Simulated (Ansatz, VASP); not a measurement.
**One calculation of Mg5ZnO6, two programs**

```
Mg Zn O
1.0
     3.26783    0.00000    0.00000
     0.00000    3.26783    0.00000
     0.00000    0.00000   13.77953
Mg Zn O
5 1 6
Direct
  0.00000 0.00000 0.00000
  0.50000 0.50000 0.16697
  0.00000 0.00000 0.33402
  0.00000 0.00000 0.66598
  0.50000 0.50000 0.83303
  0.50000 0.50000 0.50000
  0.50000 0.00000 0.08348
  0.00000 0.50000 0.25048
  0.50000 0.00000 0.41566
  0.00000 0.50000 0.58434
  0.50000 0.00000 0.74952
  0.00000 0.50000 0.91652
```

Alike in both runs: functional PBE; k mesh 8 × 8 × 2; occupations gaussian, width 0.02 eV; no spin polarisation.

Ansatz relaxed the structure, and its values are those at the end. VASP's run is a single point on that final structure, the one shown.

|  | VASP | Ansatz |
| --- | --- | --- |
| version | VASP 6.6.1 | Ansatz 0.2.0 |
| potentials or method | VASP PAW PBE potentials, release 64 (Mg, Zn, O), cutoff 520 eV | scalar-relativistic, plane waves, PAW |
| valence electrons in the cell | 58 | 98 |

VASP gave:

* gap on the k mesh at the Fermi level (eV): 2.49
* least direct gap on the mesh (eV): 2.49
* pressure (GPa): -0.2
* rms of the force components (eV/Å): 0.018

Problem. What did Ansatz give for the same quantities?

Solution. gap on the k mesh at the Fermi level (eV): 2.51; least direct gap on the mesh (eV): 2.51; pressure (GPa): 0.0; rms of the force components (eV/Å): 0.001.

With one functional, cell and mesh, what is left measures potentials, basis and numerics. VASP's potentials hold 58 valence electrons a cell and Ansatz's 98, so a difference there can come from the potentials and not from the codes.
